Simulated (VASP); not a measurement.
Input of a VASP 6.6.1 run:

The input INCAR:

```
PREC = Accurate
ENCUT = 520
EDIFF = 1E-6
ISMEAR = -1
SIGMA = 0.03
LREAL = F
LASPH = T
NELM = 60
ALGO = Normal
ISIF = 2
LWAVE = F
LCHARG = F
GGA = CA
NBANDS = 33
```

File KPOINTS:

```
regular mesh
0
Gamma
  5 5 8
```

The input POSCAR:

```
TaN
1.0
    5.2193379999      0.0000000000      0.0000000000
   -2.6096690000      4.5200792989      0.0000000000
    0.0000000000      0.0000000000      2.9272588394
Ta N
3 3
Direct
    0.0000000000      0.0000000000      0.0000000000
    0.3333333333      0.6666666667      0.5000000000
    0.6666666667      0.3333333333      0.5000000000
    0.5000000000      0.0000000000      0.0000000000
    0.5000000000      0.5000000000      0.0000000000
    0.0000000000      0.5000000000      0.0000000000
```

Potentials or basis: VASP PAW LDA potentials, release 64 (Ta_pv, N).

The run is started by

```sh
$ cat potpaw_LDA.64/Ta_pv/POTCAR potpaw_LDA.64/N/POTCAR > POTCAR
$ mpirun -np 1 vasp_std > vasp.out
```

Question: Estimate the band gap on the k mesh.

Answer: Zero (bands 24 and 25 overlap by 2.08 eV).

Question: Predict the pressure.

Answer: -9.2 GPa.

Stress tensor (GPa, compression positive):
```
 -7.77   0.00   0.00
  0.00  -7.77   0.00
  0.00   0.00 -11.97
```

Caveat: the cell stands under tension; spin-orbit coupling is left out, which moves the levels of the heavy elements.
